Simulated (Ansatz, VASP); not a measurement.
## One calculation of TaN, two programs

```xyz
6
Lattice="5.1910 0.0000 0.0000 -2.5955 4.4955 0.0000 0.0000 0.0000 2.9080" Properties=species:S:1:pos:R:3 pbc="T T T"
Ta    0.0000    0.0000    0.0000
Ta    0.0000    2.9970    1.4540
Ta    2.5955    1.4985    1.4540
N     2.5955    0.0000    0.0000
N     1.2977    2.2478    0.0000
N    -1.2977    2.2478    0.0000
```

Alike in both runs: task single point; functional PBE; k mesh 6 × 6 × 10; occupations gaussian, width 0.05 eV; no spin polarisation.

|  | VASP | Ansatz |
| --- | --- | --- |
| version | VASP 6.6.1 | Ansatz 0.2.0 |
| potentials or method | VASP PAW PBE potentials, release 64 (Ta_pv, N), cutoff 520 eV | scalar-relativistic, plane waves, PAW |
| valence electrons in the cell | 48 | 54 |

```tsv
	VASP	Ansatz	Ansatz less VASP
gap on the k mesh at the Fermi level (eV)	none	none	-
pressure (GPa)	10.4	9.6	-0.83
traceless stress, the component that is largest in VASP (GPa)	1.28	1.09	-0.186
```

A gap of «none» marks a metal or a gap that the smearing closes. The functional is the same, so the differences come from potentials, cutoffs and numerics. VASP's potentials hold 48 valence electrons a cell and Ansatz's 54, so a difference there can come from the potentials and not from the codes.

Spin-orbit coupling is off throughout.
